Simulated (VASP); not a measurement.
The system is SnSe2.

```
Sn Se
1.0
     3.80176    0.00000    0.00000
    -1.90088    3.29242    0.00000
     0.00000    0.00000    6.46061
Sn Se
1 2
Direct
  0.00000 0.00000 0.00000
  0.33333 0.66667 0.24116
  0.66667 0.33333 0.75884
```

| Quantity | Value |
| --- | --- |
| Program | VASP 6.6.1 |
| Task | relaxation of shape and atoms at fixed volume |
| Functional | r2SCAN |
| Potentials or basis | VASP PAW PBE potentials, release 64 (Sn_d, Se) |
| Cutoff | 600 eV |
| k mesh | 12 × 12 × 4 |
| Occupations | gaussian, width 0.02 eV |
| Spin | no spin polarisation |

At the start: pressure 2.2 GPa; volume 26.96 Å³/atom.

Problem. How do energy, volume and symmetry change on relaxing?

Solution. Over 5 steps the energy falls by 4.5 meV/atom; space group P-3m1 (No. 164, to 0.1 Å) before and after.

The path:
```csv
step,energy change (eV),largest force (eV/Å),pressure (GPa),volume (Å³)
1,0.0000,0.3027,2.17,80.87
2,-0.0068,0.1519,1.60,80.87
3,-0.0095,0.0265,0.94,80.87
4,-0.0127,0.0149,0.67,80.87
5,-0.0134,0.0071,0.47,80.87
```

Final structure:
```yaml
crystal:
  lattice:
    - [3.83320, 0.00000, 0.00000]
    - [-1.91660, 3.31965, 0.00000]
    - [0.00000, 0.00000, 6.35508]
  atoms:
    - { symbol: Sn, position: [0.00000, 0.00000, 0.00000] }
    - { symbol: Se, position: [0.33333, 0.66667, 0.24792] }
    - { symbol: Se, position: [0.66667, 0.33333, 0.75208] }
```

Caveat: the PAW data sets were made with another functional, which shifts forces and pressure a little.
